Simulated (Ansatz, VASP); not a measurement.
**Two plane-wave programs on CdS**

```
Cd S
1.0
     0.00000    3.02640    2.67720
     3.02640    0.00000    2.67720
     3.02640    3.02640    0.00000
Cd S
1 1
Direct
  0.00000 0.00000 0.00000
  0.75000 0.75000 0.75000
```

Change from the starting cell: strain +0.040 along x and y, -0.080 along z, atoms carried along.

Alike in both runs: task single point; functional r2SCAN; k mesh 8 × 8 × 8; occupations gaussian, width 0.05 eV; no spin polarisation.

```csv
,VASP,Ansatz
version,VASP 6.6.1,Ansatz 0.2.0
potentials or method,"VASP PAW PBE potentials, release 64 (Cd, S), cutoff 520 eV","scalar-relativistic, plane waves, PAW"
valence electrons in the cell,18,26
```

Ansatz gave:

| Item | Value |
| --- | --- |
| gap on the k mesh at the Fermi level (eV) | 1.42 |
| least direct gap on the mesh (eV) | 1.42 |
| pressure (GPa) | 1.8 |
| traceless stress, the component that is largest in VASP (GPa) | 0.91 |

Task: Estimate VASP's values.

Result: gap on the k mesh at the Fermi level (eV): 1.42; least direct gap on the mesh (eV): 1.42; pressure (GPa): 2.1; traceless stress, the component that is largest in VASP (GPa): 0.89.

VASP's potentials were made for PBE, not for r2SCAN. VASP's potentials hold 18 valence electrons a cell and Ansatz's 26, so a difference there can come from the potentials and not from the codes.
